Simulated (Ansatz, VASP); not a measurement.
SrTiO3 in VASP and in Ansatz

Contents of INCAR:

```
SYSTEM = SrTiO3
PREC     = Accurate       ! precision mode
ENCUT    = 520            ! plane-wave cutoff, eV
EDIFF    = 1E-6           ! SCF threshold, eV
ISMEAR   = 0              ! smearing method
SIGMA    = 0.02           ! smearing width, eV
LREAL    = .False.        ! projectors in reciprocal space
LASPH    = .True.         ! aspherical terms in the spheres
NELM     = 80             ! most SCF steps
ALGO     = Normal         ! electronic algorithm
ISIF     = 2              ! what is computed and relaxed
LWAVE    = .False.        ! write WAVECAR
LCHARG   = .False.        ! write CHGCAR
GGA      = PE             ! functional
NBANDS   = 51             ! bands
```

The input KPOINTS:

```
Automatic mesh
0
Gamma
  7 3 10
  0 0 0
```

Contents of POSCAR:

```
SrTiO3
1.0
    3.8677061051      0.0000000000      0.0000000000
    0.0000000000     11.6031183152      0.0000166970
    0.0000000000     -2.9007756299      2.7666738478
Sr Ti O
2 2 6
Direct
    0.0000000000      0.0000000000      0.0000000000
    0.0000000000      0.5000000000      0.0000000000
    0.5000000000      0.2500000000      0.0000000000
    0.5000000000      0.7500000000      0.0000000000
    0.5000000000      0.0000000000      0.5000000000
    0.5000000000      0.5000000000      0.5000000000
    0.5000000000      0.2500000000      0.5000000000
    0.5000000000      0.7500000000      0.5000000000
    0.0000000000      0.2500000000      0.0000000000
    0.0000000000      0.7500000000      0.0000000000
```

Input for Ansatz:

```yaml
crystal:
  lattice:
    - [3.8677061051, 0.0, 0.0]
    - [0.0, 11.6031183152, 1.6697e-05]
    - [0.0, -2.9007756299, 2.7666738478]
  atoms:
    - { symbol: Sr, position: [0.0, 0.0, 0.0] }
    - { symbol: Sr, position: [0.0, 0.5, 0.0] }
    - { symbol: Ti, position: [0.5, 0.25, 0.0] }
    - { symbol: Ti, position: [0.5, 0.75, 0.0] }
    - { symbol: O, position: [0.5, 0.0, 0.5] }
    - { symbol: O, position: [0.5, 0.5, 0.5] }
    - { symbol: O, position: [0.5, 0.25, 0.5] }
    - { symbol: O, position: [0.5, 0.75, 0.5] }
    - { symbol: O, position: [0.0, 0.25, 0.0] }
    - { symbol: O, position: [0.0, 0.75, 0.0] }
basis:
  ecutwfc: 420
kpoints:
  mp_grid: { grid: [7, 3, 10] }
  band_path: { path: [VBM, CBM], npoints: 2 }
hamiltonian:
  xc: pbe
scf:
  occupations: { method: gaussian, width: 0.02 }
output:
  forces: true
  stress: true
  eigenvalues: true
  write_density: true
  write_potential: true
  elf: true
  volumetric_format: npy
```

Change from the starting cell: band edges of the strained film's bulk.

Alike in both runs: task single point; functional PBE; k mesh 7 × 3 × 10; occupations gaussian, width 0.02 eV; no spin polarisation.

|  | VASP | Ansatz |
| --- | --- | --- |
| version | VASP 6.6.1 | Ansatz 0.2.0 |
| potentials or method | VASP PAW PBE potentials, release 64 (Sr_sv, Ti_sv, O), cutoff 520 eV | scalar-relativistic, plane waves, PAW |
| valence electrons in the cell | 80 | 80 |

Ansatz gave:

* gap on the k mesh at the Fermi level (eV): 1.75
* least direct gap on the mesh (eV): 1.98
* pressure (GPa): -2.5
* traceless stress, the component that is largest in VASP (GPa): -7.55

Question: What did VASP give for the same quantities?

Answer: gap on the k mesh at the Fermi level (eV): 1.73; least direct gap on the mesh (eV): 1.96; pressure (GPa): -1.9; traceless stress, the component that is largest in VASP (GPa): -7.60.

The functional is the same, so the differences come from potentials, cutoffs and numerics.
